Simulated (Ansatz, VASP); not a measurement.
SiO2: VASP beside Ansatz

INCAR

```
  ALGO = Normal
  EDIFF = 1E-7
  ENCUT = 520
  GGA = CA
  ISIF = 2
  ISMEAR = 0
  LASPH = True
  LCHARG = True
  LELF = True
  LREAL = False
  LVHAR = True
  LWAVE = False
  NBANDS = 25
  NELM = 60
  PREC = Accurate
  SIGMA = 0.05
```

Contents of KPOINTS:

```
k-points
0
Gamma
  6 6 8
```

File POSCAR:

```
SiO2
1.0
    4.0554000000      0.0000000000      0.0000000000
    0.0000000000      4.0554000000      0.0000000000
    0.0000000000      0.0000000000      2.9168000000
Si O
2 4
Direct
    0.5000000000      0.5000000000      0.5000000000
    0.0000000000      0.0000000000      0.0000000000
    0.6944252994      0.6944252994      0.0000000000
    0.1944252994      0.8055747006      0.5000000000
    0.3055747006      0.3055747006      0.0000000000
    0.8055747006      0.1944252994      0.5000000000
```

Input for Ansatz:

```yaml
crystal:
  lattice:
    - [4.0554, 0.0, 0.0]
    - [0.0, 4.0554, 0.0]
    - [0.0, 0.0, 2.9168]
  atoms:
    - { symbol: Si, position: [0.5, 0.5, 0.5] }
    - { symbol: Si, position: [0.0, 0.0, 0.0] }
    - { symbol: O, position: [0.6944252994, 0.6944252994, 0.0] }
    - { symbol: O, position: [0.1944252994, 0.8055747006, 0.5] }
    - { symbol: O, position: [0.3055747006, 0.3055747006, 0.0] }
    - { symbol: O, position: [0.8055747006, 0.1944252994, 0.5] }
basis:
  ecutwfc: 520.0
kpoints:
  mp_grid: { grid: [6, 6, 8] }
hamiltonian:
  xc: lda
  pseudopotentials: { kind: paw, azcp: { folder: soft_1 } }
scf:
  occupations: { method: gaussian, width: 0.05 }
output:
  forces: true
  stress: true
  eigenvalues: true
```

Alike in both runs: task single point; functional LDA; k mesh 6 × 6 × 8; occupations gaussian, width 0.05 eV; no spin polarisation.

|  | VASP | Ansatz |
| --- | --- | --- |
| version | VASP 6.6.1 | Ansatz 0.2.0 |
| potentials or method | VASP PAW LDA potentials, release 64 (Si, O), cutoff 520 eV | scalar-relativistic, plane waves, PAW |
| valence electrons in the cell | 32 | 32 |

VASP gave:

| Quantity | Value |
| --- | --- |
| gap on the k mesh at the Fermi level (eV) | 4.60 |
| least direct gap on the mesh (eV) | 4.60 |
| pressure (GPa) | -14.2 |
| traceless stress, the component that is largest in VASP (GPa) | -30.48 |
| rms of the force components (eV/Å) | 0.220 |

Q: Estimate Ansatz's values.

A: gap on the k mesh at the Fermi level (eV): 4.60; least direct gap on the mesh (eV): 4.60; pressure (GPa): -15.1; traceless stress, the component that is largest in VASP (GPa): -30.55; rms of the force components (eV/Å): 0.227.

Ansatz warns that its potentials were made for another functional, while VASP's fit it. LDA's correlation is that of Perdew and Zunger in VASP and of Perdew and Wang (1992) in Ansatz. Atom by atom the forces differ by 0.007 eV/Å (rms over components).
